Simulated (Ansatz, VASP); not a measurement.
**Two plane-wave programs on BeS**

```xyz
2
Lattice="0.0000 2.4379 2.4379 2.4379 0.0000 2.4379 2.4379 2.4379 0.0000" Properties=species:S:1:pos:R:3 pbc="T T T"
Be    0.0000    0.0000    0.0000
S     1.2189    1.2189    1.2189
```

Alike in both runs: functional PBE; k mesh 8 × 8 × 8; occupations gaussian, width 0.02 eV; no spin polarisation.

Ansatz relaxed the structure, and its values are those at the end. VASP's run is a single point on that final structure, the one shown.

|  | VASP | Ansatz |
| --- | --- | --- |
| version | VASP 6.6.1 | Ansatz 0.2.0 |
| potentials or method | VASP PAW PBE potentials, release 64 (Be, S), cutoff 600 eV | scalar-relativistic, plane waves, PAW |
| valence electrons in the cell | 8 | 8 |

```csv
,VASP,Ansatz,Ansatz less VASP
gap on the k mesh at the Fermi level (eV),3.15,3.15,0.000
least direct gap on the mesh (eV),5.68,5.66,-0.015
pressure (GPa),0.1,0.0,-0.06
```
